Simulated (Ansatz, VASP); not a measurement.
**Hf: VASP beside Ansatz**

```
Hf
1.0
     3.31700    0.00000    0.00000
    -1.65850    2.87261    0.00000
     0.00000    0.00000    5.27040
Hf
2
Direct
  0.33333 0.66667 0.25000
  0.66667 0.33333 0.75000
```

Alike in both runs: task single point; functional PBE; k mesh 18 × 18 × 10; occupations gaussian, width 0.15 eV; no spin polarisation.

|  | VASP | Ansatz |
| --- | --- | --- |
| version | VASP 6.6.1 | Ansatz 0.2.0 |
| potentials or method | VASP PAW PBE potentials, release 64 (Hf_pv), cutoff 500 eV | scalar-relativistic, plane waves, PAW |
| valence electrons in the cell | 20 | 52 |

Ansatz gave:

| Quantity | Value |
| --- | --- |
| gap on the k mesh at the Fermi level (eV) | none |
| pressure (GPa) | -9.6 |
| traceless stress, the component that is largest in VASP (GPa) | -0.50 |

Problem. Which values does VASP return?

Solution. gap on the k mesh at the Fermi level (eV): none; pressure (GPa): -10.0; traceless stress, the component that is largest in VASP (GPa): -0.54.

A gap of «none» marks a metal or a gap that the smearing closes. VASP's potentials hold 20 valence electrons a cell and Ansatz's 52, so a difference there can come from the potentials and not from the codes.

Neither program's run includes spin-orbit coupling.
